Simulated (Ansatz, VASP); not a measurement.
## Two plane-wave programs on PbS

```
Pb S
1.0
     1.98151   -6.01640   -0.35948
     1.98151    6.01640    0.35948
     0.00000    0.25676    4.15783
Pb S
2 2
Direct
  0.83016 0.08288 0.71359
  0.08288 0.83016 0.28641
  0.69902 0.38794 0.78082
  0.38794 0.69902 0.21918
```

Alike in both runs: task single point; functional PBEsol; k mesh 8 × 8 × 6; occupations gaussian, width 0.02 eV; no spin polarisation.

|  | VASP | Ansatz |
| --- | --- | --- |
| version | VASP 6.6.1 | Ansatz 0.2.0 |
| potentials or method | VASP PAW PBE potentials, release 64 (Pb_d, S), cutoff 520 eV | scalar-relativistic, plane waves, PAW |
| valence electrons in the cell | 40 | 40 |

```tsv
	VASP	Ansatz	Ansatz less VASP
gap on the k mesh at the Fermi level (eV)	0.63	0.63	+0.002
least direct gap on the mesh (eV)	0.84	0.84	-0.003
pressure (GPa)	4.8	4.9	+0.04
traceless stress, the component that is largest in VASP (GPa)	-3.10	-3.11	-0.009
rms of the force components (eV/Å)	0.511	0.509	-0.0015
```

VASP's potentials were made for PBE, not for PBEsol. Atom by atom the forces differ by 0.002 eV/Å (rms over components).

Neither program's run includes spin-orbit coupling.
